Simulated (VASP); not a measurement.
# ZrS (Fm-3m) in VASP: a series of runs

ZrS is run at these levels: PBEsol; tasks: single point.

Program: VASP 6.6.1. These are calculated values, not measurements. Logs are shortened: lines on timing, memory, paths and dates and some standing lists are left out, and cuts for length are marked.

## (1) The cell of the first run

Symmetry: Fm-3m, No. 225, cubic system. The conventional cell has a = 5.250 Å, b = 5.250 Å, c = 5.250 Å, α = 90.00°, β = 90.00°, γ = 90.00°. Within 3.5 Å of Zr (site symmetry m-3m) lie 6 S at 2.62 Å. Within 3.5 Å of S (site symmetry m-3m) lie 6 Zr at 2.62 Å.

## (2) Single point, PBEsol

The input, INCAR:

```
SYSTEM = ZrS
PREC = Accurate
ENCUT = 520
EDIFF = 1E-6
ISMEAR = 0
SIGMA = 0.1
LREAL = .False.
LASPH = .True.
NELM = 100
ALGO = Normal
ISIF = 2
LWAVE = .False.
LCHARG = .False.
GGA = PS
NBANDS = 16
```

The input, KPOINTS:

```
Automatic mesh
0
Gamma
  12 12 12
  0 0 0
```

The input, POSCAR:

```
ZrS
1.0
    0.0000000000      2.6250000000      2.6250000000
    2.6250000000      0.0000000000      2.6250000000
    2.6250000000      2.6250000000      0.0000000000
Zr S
1 1
Direct
    0.0000000000      0.0000000000      0.0000000000
    0.5000000000      0.5000000000      0.5000000000
```

Potentials or basis: VASP PAW PBE potentials, release 64 (Zr_sv, S).

Command:

```
$ cat potpaw_PBE.64/Zr_sv/POTCAR potpaw_PBE.64/S/POTCAR > POTCAR
$ mpirun -np 1 vasp_std > vasp.out
```

OUTCAR:

```text
SYSTEM = ZrS
   PREC = Accurate
   ENCUT = 520
   EDIFF = 1E-6
   ISMEAR = 0
   LREAL = .False.
   LASPH = .True.
   NELM = 100
   ISIF = 2
   GGA = PS

 ion  position               nearest neighbor table
   1  0.000  0.000  0.000-   2 2.62   2 2.62   2 2.62   2 2.62   2 2.62   2 2.62
   2  0.500  0.500  0.500-   1 2.62   1 2.62   1 2.62   1 2.62   1 2.62   1 2.62

  LATTYP: Found a face centered cubic cell.
 ALAT       =     5.2500000000

  Lattice vectors:

 A1 = (   0.0000000000,   2.6250000000,   2.6250000000)
 A2 = (   2.6250000000,   0.0000000000,   2.6250000000)
 A3 = (   2.6250000000,   2.6250000000,   0.0000000000)

Analysis of symmetry for initial positions (statically):
=====================================================================
 Subroutine PRICEL returns:
 Original cell was already a primitive cell.

 Routine SETGRP: Setting up the symmetry group for a
 face centered cubic supercell.

 Subroutine GETGRP returns: Found 48 space group operations
 (whereof 48 operations were pure point group operations)
 out of a pool of 48 trial point group operations.

The static configuration has the point symmetry O_h .

Analysis of symmetry for dynamics (positions and initial velocities):
=====================================================================
 Subroutine PRICEL returns:
 Original cell was already a primitive cell.

 Routine SETGRP: Setting up the symmetry group for a
 face centered cubic supercell.

 Subroutine GETGRP returns: Found 48 space group operations
 (whereof 48 operations were pure point group operations)
 out of a pool of 48 trial point group operations.

The dynamic configuration has the point symmetry O_h .

 Subroutine INISYM returns: Found 48 space group operations
 (whereof 48 operations are pure point group operations),
 and found     1 'primitive' translations

----------------------------------------------------------------------------------------

                                     Primitive cell

  volume of cell :      36.1758

  direct lattice vectors                    reciprocal lattice vectors
     0.000000000  2.625000000  2.625000000    -0.190476190  0.190476190  0.190476190
     2.625000000  0.000000000  2.625000000     0.190476190 -0.190476190  0.190476190
     2.625000000  2.625000000  0.000000000     0.190476190  0.190476190 -0.190476190

  length of vectors
     3.712310601  3.712310601  3.712310601     0.329914440  0.329914440  0.329914440

  position of ions in fractional coordinates (direct lattice)
     0.000000000  0.000000000  0.000000000
     0.500000000  0.500000000  0.500000000

  ion indices of the primitive-cell ions
   primitive index   ion index
                 1           1
                 2           2

----------------------------------------------------------------------------------------

 KPOINTS: Automatic mesh

Automatic generation of k-mesh.
 Grid dimensions read from file:
 generate k-points for:   12   12   12

 Generating k-lattice:

  Cartesian coordinates                     Fractional coordinates (reciprocal lattice)
    -0.015873016  0.015873016  0.015873016     0.083333333  0.000000000  0.000000000
     0.015873016 -0.015873016  0.015873016     0.000000000  0.083333333  0.000000000
     0.015873016  0.015873016 -0.015873016     0.000000000  0.000000000  0.083333333

  Length of vectors
     0.027492870  0.027492870  0.027492870

  Shift w.r.t. Gamma in fractional coordinates (k-lattice)
     0.000000000  0.000000000  0.000000000

 Subroutine IBZKPT returns following result:
 ===========================================

 Found     72 irreducible k-points:

 Following reciprocal coordinates:
            Coordinates               Weight
  0.000000  0.000000  0.000000      1.000000
  0.083333  0.000000  0.000000      8.000000
  0.166667  0.000000  0.000000      8.000000
  0.250000  0.000000  0.000000      8.000000
  0.333333  0.000000  0.000000      8.000000
  0.416667  0.000000  0.000000      8.000000
[... 16 lines left out ...]
  0.500000  0.166667  0.000000     24.000000
 -0.416667  0.166667  0.000000     24.000000
 [... further k-points ...]
   k-points           NKPTS =     72   k-points in BZ     NKDIM =     72   number of bands    NBANDS=     16
   number of dos      NEDOS =    301   number of ions     NIONS =      2
   total plane-waves  NPLWV =  21952
   dimension x,y,z NGX =    28 NGY =   28 NGZ =   28
   dimension x,y,z NGXF=    56 NGYF=   56 NGZF=   56
   ions per type =               1   1
   NGX,Y,Z   is equivalent  to a cutoff of  12.54, 12.54, 12.54 a.u.
   NGXF,Y,Z  is equivalent  to a cutoff of  25.08, 25.08, 25.08 a.u.
 SYSTEM =  ZrS
   PREC   = accura    normal or accurate (medium, high low for compatibility)
   ISTART =      0    job   : 0-new  1-cont  2-samecut
   ICHARG =      2    charge: 1-file 2-atom 10-const
   ISPIN  =      1    spin polarized calculation?
   LNONCOLLINEAR =      F non collinear calculations
   LSORBIT =      F    spin-orbit coupling
   LASPH  =      T    aspherical Exc in radial PAW
   ENCUT  =  520.0 eV  38.22 Ry    6.18 a.u.   6.90  6.90  6.90*2*pi/ulx,y,z
   NELM   =    100;   NELMIN=  2; NELMDL= -5     # of ELM steps
   EDIFF  = 0.1E-05   stopping-criterion for ELM
   LREAL  =      F    real-space projection
   EDIFFG = 0.1E-04   stopping-criterion for IOM
   NSW    =      0    number of steps for IOM
   IBRION =     -1    ionic relax: 0-MD 1-quasi-New 2-CG
   NFREE  =      0    steps in history (QN), initial steepest desc. (CG)
   ISIF   =      2    stress and relaxation
   ISYM   =      2    0-nonsym 1-usesym 2-fastsym
   POTIM  = 0.5000    time-step for ionic-motion
   TEBEG  =    0.0;   TEEND  =   0.0 temperature during run
   PSTRESS=    0.0 pullay stress
   NELECT =      18.0000    total number of electrons
   NUPDOWN=      -1.0000    fix difference up-down
   EMIN   =  10.00;   EMAX   =-10.00  energy-range for DOS
   EFERMI =   0.00;   METHOD = LEGACY
   ISMEAR =     0;   SIGMA  =   0.10  broadening in eV -4-tet -1-fermi 0-gaus
   EFERMI_NEDOS =   21; number of points for ismear=-14 and -15
   IALGO  =     38    algorithm
   IMIX   =      4    mixing-type and parameters
     AMIX     =   0.40;   BMIX     =  1.00
     AMIX_MAG =   1.60;   BMIX_MAG =  1.00
  volume/ion in A,a.u.               =      18.09       122.06
  Fermi-wavevector in a.u.,A,eV,Ry     =   1.297258  2.451462 22.896950  1.682878
  Thomas-Fermi vector in A             =   2.428662
   LORBIT       =      0    0 simple, 1 ext, 2 COOP (PROOUT), +10 PAW based schemes
   GGA     = PS    functional components
   LHFCALC =     F    Hartree Fock is set to
   AEXX    =    0.0000 exact exchange contribution
   IVDW    =     0    specifies the selected vdW correction
   LEPSILON=     F    determine dielectric tensor
   LRPA    =     F    only Hartree local field effects (RPA)
 non-spin polarized calculation
 Gauss-broadening in eV      SIGMA  =   0.10
  energy-cutoff  :      520.00
  volume of cell :       36.18
 maximum number of plane-waves:       992
   NGX = 13   NGY = 13   NGZ = 13

 number of electron      18.0000000 magnetization

 Free energy of the ion-electron system (eV)
  ---------------------------------------------------
  ext. energy  EPLUGINS =         0.00000000
  ---------------------------------------------------
  free energy    TOTEN  =       -16.47891087 eV

  energy without entropy =      -16.47080188  energy(sigma->0) =      -16.47485638

 E-fermi :  10.5832     XC(G=0): -11.4604

 val. band max:       10.5671096890   @ k =   0.5000   0.1667   0.0833
 cond. band min:      10.5962094092   @ k =   0.2500   0.1667   0.0833
 fundamental gap:      0.0290997202
 Fermi energy:        10.5832334130

 k-point     1 :       0.0000    0.0000    0.0000
  band No.  band energies     occupation
      1     -39.2750      2.00000
      2     -17.2711      2.00000
      3     -17.2711      2.00000
      4     -17.2711      2.00000
      5      -5.2175      2.00000
      6       7.0873      2.00000
[... 8 lines left out ...]
     15      17.7260      0.00000
     16      22.9603      0.00000

 k-point     2 :       0.0833    0.0000    0.0000
  band No.  band energies     occupation
      1     -39.2732      2.00000
      2     -17.2956      2.00000
      3     -17.2732      2.00000
      4     -17.2732      2.00000
      5      -5.1292      2.00000
      6       6.5580      2.00000
[... 8 lines left out ...]
     15      18.0193      0.00000
     16      22.3391      0.00000

 k-point     3 :       0.1667    0.0000    0.0000
  band No.  band energies     occupation
      1     -39.2684      2.00000
      2     -17.3617      2.00000
      3     -17.2789      2.00000
      4     -17.2789      2.00000
      5      -4.8800      2.00000
      6       5.5034      2.00000
[... 8 lines left out ...]
     15      18.6234      0.00000
     16      21.3724      0.00000

 k-point     4 :       0.2500    0.0000    0.0000
  band No.  band energies     occupation
      1     -39.2619      2.00000
      2     -17.4499      2.00000
      3     -17.2867      2.00000
      4     -17.2867      2.00000
      5      -4.5165      2.00000
      6       4.4068      2.00000
[... 8 lines left out ...]
     15      18.6150      0.00000
     16      20.0882      0.00000
[... 324 lines left out ...]
 k-point    22 :       0.4167    0.1667    0.0000
  band No.  band energies     occupation
      1     -39.2500      2.00000
      2     -17.5395      2.00000
      3     -17.3328      2.00000
      4     -17.3240      2.00000
      5      -4.0499      2.00000
      6       3.4154      2.00000
[... 8 lines left out ...]
     15      17.1559      0.00000
     16      18.3498      0.00000

 k-point    23 :       0.5000    0.1667    0.0000
  band No.  band energies     occupation
      1     -39.2467      2.00000
      2     -17.5765      2.00000
      3     -17.3483      2.00000
      4     -17.3218      2.00000
      5      -3.8492      2.00000
      6       3.1123      2.00000
[... 8 lines left out ...]
     15      16.9232      0.00000
     16      18.0989      0.00000

 k-point    24 :      -0.4167    0.1667    0.0000
  band No.  band energies     occupation
      1     -39.2462      2.00000
      2     -17.5808      2.00000
      3     -17.3593      2.00000
      4     -17.3140      2.00000
      5      -3.7955      2.00000
      6       3.0125      2.00000
[... 8 lines left out ...]
     15      17.5817      0.00000
     16      18.0876      0.00000

 [... further k-points ...]
[... 5 lines left out ...]
  --------------------------------------------------------------------------------------
  -------------------------------------------------------------------------------------
  Total       -1.4222316     -1.4222316     -1.4222316     -0.0000000     -0.0000000     -0.0000000
  in kB      -62.9887509    -62.9887509    -62.9887509     -0.0000000     -0.0000000     -0.0000000
  external PRESSURE =     -62.9887509 kB  Pullay stress =       0.0000000 kB

 VOLUME and BASIS-vectors are now :
 -----------------------------------------------------------------------------
  energy-cutoff  :      520.00
  volume of cell :       36.18
      direct lattice vectors                 reciprocal lattice vectors
     0.000000000  2.625000000  2.625000000    -0.190476190  0.190476190  0.190476190
     2.625000000  0.000000000  2.625000000     0.190476190 -0.190476190  0.190476190
     2.625000000  2.625000000  0.000000000     0.190476190  0.190476190 -0.190476190

 POSITION                                       TOTAL-FORCE (eV/Angst)
 -----------------------------------------------------------------------------------
      0.00000      0.00000      0.00000        -0.000000      0.000000      0.000000
      2.62500      2.62500      2.62500         0.000000     -0.000000     -0.000000
 -----------------------------------------------------------------------------------
    total drift:                                0.000000      0.000000      0.000000

  FREE ENERGIE OF THE ION-ELECTRON SYSTEM (eV)
  ---------------------------------------------------
  free  energy   TOTEN  =       -16.4789108734 eV

  energy  without entropy=      -16.4708018792  energy(sigma->0) =      -16.47485638
```

It took 67 s on 1 thread of Intel Xeon 8259CL, shared host; peak memory 0.18 GiB.

What came out:

* Free energy: -16.4789 eV
* Pressure: -6.3 GPa
* Band gap on the k mesh: zero (band 9 reaches 12.07 eV, above the bottom of band 10 at 9.24 eV)

Caveat: the PAW data sets were made with another functional, which shifts forces and pressure a little.

(Part 1 of 2 ends here.)
